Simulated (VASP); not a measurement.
# PbF2 (Fm-3m) in VASP: notebook

PbF2 is run at these levels: LDA, PBE; tasks: single point, relaxation of cell and atoms.

Everything below comes from runs of VASP 6.6.1. Logs are shortened: lines on timing, memory, paths and dates and some standing lists are left out, and cuts for length are marked.

### Step 1. The cell of the first run

Symmetry: Fm-3m, No. 225, cubic system. The conventional cell has a = 5.927 Å, b = 5.927 Å, c = 5.927 Å, α = 90.00°, β = 90.00°, γ = 90.00°. Pb (site symmetry m-3m) has 8 F at 2.57 Å within 3.4 Å. F (site symmetry -43m) has 4 Pb at 2.57 Å and 6 F at 2.96 Å within 3.4 Å.

### Step 2. Single point, LDA

The input, INCAR:

```
SYSTEM = PbF2
  ALGO = Normal
  EDIFF = 1E-6
  ENCUT = 600
  GGA_COMPAT = .FALSE.
  ISIF = 2
  ISMEAR = -1
  LASPH = .TRUE.
  LCHARG = .FALSE.
  LREAL = .FALSE.
  LWAVE = .FALSE.
  NBANDS = 21
  NELM = 120
  PREC = Accurate
  SIGMA = 0.05
```

The input, KPOINTS:

```
k-points
0
G
  8 8 8
  0 0 0
```

The input, POSCAR:

```
PbF2
1.0
    0.0000000000      2.9636600000      2.9636600000
    2.9636600000      0.0000000000      2.9636600000
    2.9636600000      2.9636600000      0.0000000000
Pb F
1 2
Direct
    0.0000000000      0.0000000000      0.0000000000
    0.7500000000      0.7500000000      0.7500000000
    0.2500000000      0.2500000000      0.2500000000
```

Potentials or basis: VASP PAW LDA potentials, release 64 (Pb_d, F).

Run with:

```console
> cat potpaw_LDA.64/Pb_d/POTCAR potpaw_LDA.64/F/POTCAR > POTCAR
> mpirun -np 1 vasp_std > vasp.out
```

OUTCAR:

```text
SYSTEM = PbF2
   EDIFF = 1E-6
   ENCUT = 600
   ISIF = 2
   ISMEAR = -1
   LASPH = .TRUE.
   LREAL = .FALSE.
   NELM = 120
   PREC = Accurate

 ion  position               nearest neighbor table
   1  0.000  0.000  0.000-   2 2.57   2 2.57   2 2.57   3 2.57   3 2.57   3 2.57   3 2.57   2 2.57

   2  0.750  0.750  0.750-   1 2.57   1 2.57   1 2.57   1 2.57
   3  0.250  0.250  0.250-   1 2.57   1 2.57   1 2.57   1 2.57

  LATTYP: Found a face centered cubic cell.
 ALAT       =     5.9273200000

  Lattice vectors:

 A1 = (   0.0000000000,   2.9636600000,   2.9636600000)
 A2 = (   2.9636600000,   0.0000000000,   2.9636600000)
 A3 = (   2.9636600000,   2.9636600000,   0.0000000000)

Analysis of symmetry for initial positions (statically):
=====================================================================
 Subroutine PRICEL returns:
 Original cell was already a primitive cell.

 Routine SETGRP: Setting up the symmetry group for a
 face centered cubic supercell.

 Subroutine GETGRP returns: Found 48 space group operations
 (whereof 48 operations were pure point group operations)
 out of a pool of 48 trial point group operations.

The static configuration has the point symmetry O_h .

Analysis of symmetry for dynamics (positions and initial velocities):
=====================================================================
 Subroutine PRICEL returns:
 Original cell was already a primitive cell.

 Routine SETGRP: Setting up the symmetry group for a
 face centered cubic supercell.

 Subroutine GETGRP returns: Found 48 space group operations
 (whereof 48 operations were pure point group operations)
 out of a pool of 48 trial point group operations.

The dynamic configuration has the point symmetry O_h .

 Subroutine INISYM returns: Found 48 space group operations
 (whereof 48 operations are pure point group operations),
 and found     1 'primitive' translations

----------------------------------------------------------------------------------------

                                     Primitive cell

  volume of cell :      52.0613

  direct lattice vectors                    reciprocal lattice vectors
     0.000000000  2.963660000  2.963660000    -0.168710311  0.168710311  0.168710311
     2.963660000  0.000000000  2.963660000     0.168710311 -0.168710311  0.168710311
     2.963660000  2.963660000  0.000000000     0.168710311  0.168710311 -0.168710311

  length of vectors
     4.191248166  4.191248166  4.191248166     0.292214830  0.292214830  0.292214830

  position of ions in fractional coordinates (direct lattice)
[... 80 lines left out ...]
   NELM   =    120;   NELMIN=  2; NELMDL= -5     # of ELM steps
   EDIFF  = 0.1E-05   stopping-criterion for ELM
   LREAL  =      F    real-space projection
   EDIFFG = 0.1E-04   stopping-criterion for IOM
   NSW    =      0    number of steps for IOM
   IBRION =     -1    ionic relax: 0-MD 1-quasi-New 2-CG
   NFREE  =      0    steps in history (QN), initial steepest desc. (CG)
   ISIF   =      2    stress and relaxation
   ISYM   =      2    0-nonsym 1-usesym 2-fastsym
   POTIM  = 0.5000    time-step for ionic-motion
   TEBEG  =    0.0;   TEEND  =   0.0 temperature during run
   PSTRESS=    0.0 pullay stress
   NELECT =      28.0000    total number of electrons
   NUPDOWN=      -1.0000    fix difference up-down
   EMIN   =  10.00;   EMAX   =-10.00  energy-range for DOS
   EFERMI =   0.00;   METHOD = LEGACY
   ISMEAR =    -1;   SIGMA  =   0.05  broadening in eV -4-tet -1-fermi 0-gaus
   EFERMI_NEDOS =   21; number of points for ismear=-14 and -15
   IALGO  =     38    algorithm
   IMIX   =      4    mixing-type and parameters
     AMIX     =   0.40;   BMIX     =  1.00
     AMIX_MAG =   1.60;   BMIX_MAG =  1.00
  volume/ion in A,a.u.               =      17.35       117.11
  Fermi-wavevector in a.u.,A,eV,Ry     =   1.331340  2.515869 24.115883  1.772467
  Thomas-Fermi vector in A             =   2.460359
   LORBIT       =      0    0 simple, 1 ext, 2 COOP (PROOUT), +10 PAW based schemes
   GGA     = CA    functional components
   LHFCALC =     F    Hartree Fock is set to
   AEXX    =    0.0000 exact exchange contribution
   IVDW    =     0    specifies the selected vdW correction
   LEPSILON=     F    determine dielectric tensor
   LRPA    =     F    only Hartree local field effects (RPA)
 non-spin polarized calculation
  energy-cutoff  :      600.00
  volume of cell :       52.06
 maximum number of plane-waves:      1807
 NGX is ok and might be reduce to    36
   NGX = 17   NGY = 17   NGZ = 17

 number of electron      28.0000008 magnetization

 Free energy of the ion-electron system (eV)
  ---------------------------------------------------
  ext. energy  EPLUGINS =         0.00000000
  ---------------------------------------------------
  free energy    TOTEN  =       -15.91896003 eV

  energy without entropy =      -15.91896003  energy(sigma->0) =      -15.91896003

 E-fermi :   2.6672     XC(G=0): -10.0648

 val. band max:        1.5033465976   @ k =  -0.2500   0.5000   0.2500
 cond. band min:       5.7253792434   @ k =   0.5000   0.5000   0.0000
 fundamental gap:      4.2220326458
 Fermi energy:         2.6672284683

 k-point     1 :       0.0000    0.0000    0.0000
  band No.  band energies     occupation
      1     -19.2036      2.00000
      2     -18.5326      2.00000
      3     -12.8330      2.00000
      4     -12.8330      2.00000
      5     -12.8330      2.00000
      6     -12.7602      2.00000
[... 565 lines left out ...]
     20      17.3349      0.00000
     21      17.7256      0.00000

 [... further k-points ...]

------------------------ aborting loop because EDIFF is reached ----------------------------------------

  FORCE on cell =-STRESS in cart. coord.  units (eV):
  Direction    XX          YY          ZZ          XY          YZ          ZX
  --------------------------------------------------------------------------------------
  -------------------------------------------------------------------------------------
  Total       -1.4915906     -1.4915906     -1.4915906      0.0000000      0.0000000     -0.0000000
  in kB      -45.9034248    -45.9034248    -45.9034248      0.0000000      0.0000000     -0.0000000
  external PRESSURE =     -45.9034248 kB  Pullay stress =       0.0000000 kB

 VOLUME and BASIS-vectors are now :
 -----------------------------------------------------------------------------
  energy-cutoff  :      600.00
  volume of cell :       52.06
      direct lattice vectors                 reciprocal lattice vectors
     0.000000000  2.963660000  2.963660000    -0.168710311  0.168710311  0.168710311
     2.963660000  0.000000000  2.963660000     0.168710311 -0.168710311  0.168710311
     2.963660000  2.963660000  0.000000000     0.168710311  0.168710311 -0.168710311

 POSITION                                       TOTAL-FORCE (eV/Angst)
 -----------------------------------------------------------------------------------
      0.00000      0.00000      0.00000         0.000000     -0.000000     -0.000000
      4.44549      4.44549      4.44549        -0.000000     -0.000000      0.000000
      1.48183      1.48183      1.48183         0.000000      0.000000     -0.000000
 -----------------------------------------------------------------------------------
    total drift:                                0.000000      0.000000      0.000000

  FREE ENERGIE OF THE ION-ELECTRON SYSTEM (eV)
  ---------------------------------------------------
  free  energy   TOTEN  =       -15.9189600283 eV

  energy  without entropy=      -15.9189600283  energy(sigma->0) =      -15.91896003
```

OSZICAR:

```text
N       E                     dE             d eps       ncg     rms          rms(c)
DAV:   1     0.312644646683E+03    0.31264E+03   -0.15852E+04  1236   0.169E+03
DAV:   2     0.119310042521E+02   -0.30071E+03   -0.28201E+03  1308   0.448E+02
DAV:   3    -0.168650181137E+02   -0.28796E+02   -0.28442E+02  1451   0.146E+02
DAV:   4    -0.177064164425E+02   -0.84140E+00   -0.84077E+00  1393   0.257E+01
DAV:   5    -0.177343079286E+02   -0.27891E-01   -0.27890E-01  1574   0.498E+00    0.750E+00
DAV:   6    -0.159944656077E+02    0.17398E+01   -0.81210E+00  1627   0.226E+01    0.271E+00
DAV:   7    -0.159532445434E+02    0.41221E-01   -0.43327E-01  1283   0.410E+00    0.147E+00
DAV:   8    -0.159216949648E+02    0.31550E-01   -0.10752E-01  1433   0.332E+00    0.507E-01
DAV:   9    -0.159186954850E+02    0.29995E-02   -0.16803E-02  1574   0.951E-01    0.925E-02
DAV:  10    -0.159189983966E+02   -0.30291E-03   -0.76030E-04  1331   0.302E-01    0.351E-02
DAV:  11    -0.159189597276E+02    0.38669E-04   -0.81946E-05  1495   0.890E-02    0.117E-02
DAV:  12    -0.159189606286E+02   -0.90106E-06   -0.32631E-05  1511   0.600E-02    0.640E-03
DAV:  13    -0.159189600283E+02    0.60026E-06   -0.52649E-06  1432   0.245E-02
   1 F= -.15918960E+02 E0= -.15918960E+02  d E =-.341750E-10
```

stdout:

```text
POSCAR found type information on POSCAR PbF
 POSCAR found :  2 types and       3 ions
 scaLAPACK will be used
 LDA part: xc-table for (Slater(with rela. corr.)+CA(PZ))
 , standard interpolation
 POSCAR, INCAR and KPOINTS ok, starting setup
 FFT: planning ... GRIDC
 FFT: planning ... GRID_SOFT
 FFT: planning ... GRID
 WAVECAR not read
 entering main loop
```

Run time: 17 s. Hardware: 1 thread of Intel Xeon 6975P-C (Granite Rapids), shared host; peak memory 0.18 GiB.

Results:

```yaml
Free_energy: -15.9190 eV
Pressure: -4.6 GPa
Band_gap_on_the_k_mesh: 4.22 eV (least direct gap 4.38 eV)
```

Caveat: the cell stands under tension; spin-orbit coupling is left out, which moves the levels of the heavy elements. A k mesh can miss the band edges.

### Step 3. Single point, PBE

This run uses another cell than the first one, of 18.00 Å³/atom.

The input, INCAR:

```
SYSTEM = PbF2
PREC = Accurate
ENCUT = 600
EDIFF = 1E-6
ISMEAR = -1
SIGMA = 0.05
LREAL = .FALSE.
LASPH = .TRUE.
NELM = 120
ALGO = Normal
ISIF = 2
LWAVE = .FALSE.
LCHARG = .FALSE.
GGA = PE
NBANDS = 21
GGA_COMPAT = .FALSE.
```

The input, KPOINTS:

```
regular mesh
0
G
  8 8 8
  0 0 0
```

The input, POSCAR:

```
PbF2
1.0
    0.0000000000      2.9999686843      2.9999686843
    2.9999686843      0.0000000000      2.9999686843
    2.9999686843      2.9999686843      0.0000000000
Pb F
1 2
Direct
    0.0000000000      0.0000000000      0.0000000000
    0.7500000000      0.7500000000      0.7500000000
    0.2500000000      0.2500000000      0.2500000000
```

Potentials or basis: VASP PAW PBE potentials, release 64 (Pb_d, F).

Run with:

```console
> cat potpaw_PBE.64/Pb_d/POTCAR potpaw_PBE.64/F/POTCAR > POTCAR
> mpirun -np 1 vasp_std > vasp.out
```

OUTCAR:

```text
SYSTEM = PbF2
   PREC = Accurate
   ENCUT = 600
   EDIFF = 1E-6
   ISMEAR = -1
   LREAL = .FALSE.
   LASPH = .TRUE.
   NELM = 120
   ISIF = 2
   GGA = PE

 ion  position               nearest neighbor table
   1  0.000  0.000  0.000-   2 2.60   3 2.60   2 2.60   2 2.60   3 2.60   2 2.60   3 2.60   3 2.60

   2  0.750  0.750  0.750-   1 2.60   1 2.60   1 2.60   1 2.60
   3  0.250  0.250  0.250-   1 2.60   1 2.60   1 2.60   1 2.60

  LATTYP: Found a face centered cubic cell.
 ALAT       =     5.9999373686

  Lattice vectors:

 A1 = (   0.0000000000,   2.9999686843,   2.9999686843)
 A2 = (   2.9999686843,   0.0000000000,   2.9999686843)
 A3 = (   2.9999686843,   2.9999686843,   0.0000000000)

Analysis of symmetry for initial positions (statically):
=====================================================================
 Subroutine PRICEL returns:
 Original cell was already a primitive cell.

 Routine SETGRP: Setting up the symmetry group for a
 face centered cubic supercell.

 Subroutine GETGRP returns: Found 48 space group operations
 (whereof 48 operations were pure point group operations)
 out of a pool of 48 trial point group operations.

[... 163 lines left out ...]

 E-fermi :   2.6052     XC(G=0):  -9.2253

 val. band max:        1.4477190025   @ k =  -0.2500   0.5000   0.2500
 cond. band min:       5.8674276784   @ k =   0.5000   0.5000   0.0000
 fundamental gap:      4.4197086759
 Fermi energy:         2.6051741785

 k-point     1 :       0.0000    0.0000    0.0000
  band No.  band energies     occupation
      1     -19.3590      2.00000
      2     -18.8016      2.00000
      3     -12.9528      2.00000
      4     -12.9528      2.00000
      5     -12.9528      2.00000
      6     -12.9107      2.00000
[... 565 lines left out ...]
     20      17.2922      0.00000
     21      17.8340      0.00000

 [... further k-points ...]

------------------------ aborting loop because EDIFF is reached ----------------------------------------

  FORCE on cell =-STRESS in cart. coord.  units (eV):
  Direction    XX          YY          ZZ          XY          YZ          ZX
  --------------------------------------------------------------------------------------
  -------------------------------------------------------------------------------------
  Total       -0.0738209     -0.0738209     -0.0738209     -0.0000000      0.0000000      0.0000000
  in kB       -2.1903324     -2.1903324     -2.1903324     -0.0000000      0.0000000      0.0000000
  external PRESSURE =      -2.1903324 kB  Pullay stress =       0.0000000 kB

 VOLUME and BASIS-vectors are now :
 -----------------------------------------------------------------------------
  energy-cutoff  :      600.00
  volume of cell :       54.00
      direct lattice vectors                 reciprocal lattice vectors
     0.000000000  2.999968684  2.999968684    -0.166668406  0.166668406  0.166668406
     2.999968684  0.000000000  2.999968684     0.166668406 -0.166668406  0.166668406
     2.999968684  2.999968684  0.000000000     0.166668406  0.166668406 -0.166668406

 POSITION                                       TOTAL-FORCE (eV/Angst)
 -----------------------------------------------------------------------------------
      0.00000      0.00000      0.00000        -0.000000     -0.000000     -0.000000
      4.49995      4.49995      4.49995        -0.000000     -0.000000     -0.000000
      1.49998      1.49998      1.49998         0.000000      0.000000      0.000000
 -----------------------------------------------------------------------------------
    total drift:                                0.000000      0.000000      0.000000

  FREE ENERGIE OF THE ION-ELECTRON SYSTEM (eV)
  ---------------------------------------------------
  free  energy   TOTEN  =       -14.3542778499 eV

  energy  without entropy=      -14.3542778499  energy(sigma->0) =      -14.35427785
```

It took 21 s on 1 thread of Intel Xeon 6975P-C (Granite Rapids), shared host; peak memory 0.21 GiB.

Results:

```yaml
Free_energy: -14.3543 eV
Pressure: -0.2 GPa
Band_gap_on_the_k_mesh: 4.42 eV (least direct gap 4.56 eV)
```

Levels at points of the mesh, in eV from the valence-band top:
```tsv
k point	band 12	band 13	band 14	band 15	band 16	band 17
(0.00, 0.00, 0.00)	-1.75	-1.75	-1.75	6.74	6.74	6.74
(0.50, 0.00, 0.00)	-1.92	-1.92	-0.01	5.03	7.55	7.55
(0.50, 0.50, 0.00)	-1.36	-1.35	-0.14	4.42	7.77	7.77
```

Caveat: spin-orbit coupling is left out, which moves the levels of the heavy elements. A k mesh can miss the band edges.

### Step 4. Relaxation of cell and atoms, PBE

The input, INCAR:

```
ALGO = Normal ; EDIFF = 1E-7
EDIFFG = -0.01 ; ENCUT = 600
GGA = PE ; GGA_COMPAT = False
IBRION = 2 ; ISIF = 3
ISMEAR = -1 ; LASPH = True
LCHARG = False ; LREAL = False
LWAVE = False ; NELM = 120
NELMIN = 4 ; NSW = 60
PREC = Accurate ; SIGMA = 0.05
```

The input, KPOINTS:

```
k-points
0
Gamma
  8 8 8
```

The input, POSCAR:

```
PbF2
1.0
    0.0000000000      2.9636600000      2.9636600000
    2.9636600000      0.0000000000      2.9636600000
    2.9636600000      2.9636600000      0.0000000000
Pb F
1 2
Direct
    0.0000000000      0.0000000000      0.0000000000
    0.7500000000      0.7500000000      0.7500000000
    0.2500000000      0.2500000000      0.2500000000
```

Run with:

```console
> cat potpaw_PBE.64/Pb_d/POTCAR potpaw_PBE.64/F/POTCAR > POTCAR
> mpirun -np 1 vasp_std > vasp.out
```

Run time: 38 s. Hardware: 1 thread of Intel Xeon 6975P-C (Granite Rapids), shared host; peak memory 0.22 GiB.

It converged, with:

| Item | Value |
| --- | --- |
| Free energy | -14.3505 eV |
| Relaxed volume | 17.95 Å³/atom |
| Relaxed cell | a = 4.239 Å, b = 4.239 Å, c = 4.239 Å, α = 60.00°, β = 60.00°, γ = 60.00° |
| Space group after relaxing (to 0.1 Å) | Fm-3m (No. 225) |
| Energy gained by relaxing | 4.4 meV/atom |
| Ionic steps | 3 |
| Pressure after relaxing | 0.0 GPa |
| Band gap on the k mesh | 4.42 eV (least direct gap 4.56 eV) |

Step by step:
| step | energy change (eV) | largest force (eV/Å) | pressure (GPa) | volume (Å³) |
| --- | --- | --- | --- | --- |
| 1 | 0.0000 | 0.0000 | 2.44 | 52.06 |
| 2 | -0.0129 | 0.0000 | -0.28 | 54.08 |
| 3 | -0.0131 | 0.0000 | 0.00 | 53.84 |

Final structure:
```
Pb F
1.0
     0.00000    2.99711    2.99711
     2.99711    0.00000    2.99711
     2.99711    2.99711    0.00000
Pb F
1 2
Direct
  0.00000 0.00000 0.00000
  0.75000 0.75000 0.75000
  0.25000 0.25000 0.25000
```

Levels at points of the mesh, in eV from the valence-band top:
```csv
k point,band 11,band 12,band 13,band 14,band 15,band 16,band 17,band 18
"(0.00, 0.00, 0.00)",-2.26,-1.77,-1.77,-1.77,6.74,6.74,6.74,10.55
"(0.50, 0.00, 0.00)",-2.44,-1.94,-1.94,-0.01,5.03,7.56,7.56,13.17
"(0.50, 0.50, 0.00)",-1.37,-1.37,-1.37,-0.14,4.42,7.78,7.78,9.03
```

Caveat: spin-orbit coupling is left out, which moves the levels of the heavy elements. Zero-point motion and thermal expansion aren't in these numbers.

### Step 5. Overview

| task | level | potentials or basis | cell | gap on the mesh (eV) | pressure (GPa) |
| --- | --- | --- | --- | --- | --- |
| single point | LDA | VASP PAW LDA potentials, release 64 (Pb_d, F) | a = 4.191 Å, angles 60.0°, 3 atoms | 4.22 | -4.6 |
| single point | PBE | VASP PAW PBE potentials, release 64 (Pb_d, F) | a = 4.243 Å, angles 60.0°, 3 atoms | 4.42 | -0.2 |
| relaxation of cell and atoms | PBE | VASP PAW PBE potentials, release 64 (Pb_d, F) | relaxed from a = 4.191 Å, angles 60.0°, 3 atoms | 4.42 | 0.0 |

Alike in all rows: no spin polarisation; k mesh 8 × 8 × 8; cutoff (eV) 600; smearing fermi-dirac 0.05 eV.

Caveats: spin-orbit coupling is left out, which moves the levels of the heavy elements; the cell stands under tension (at least some runs).

Absolute energies hang on the potentials; compare differences alone.
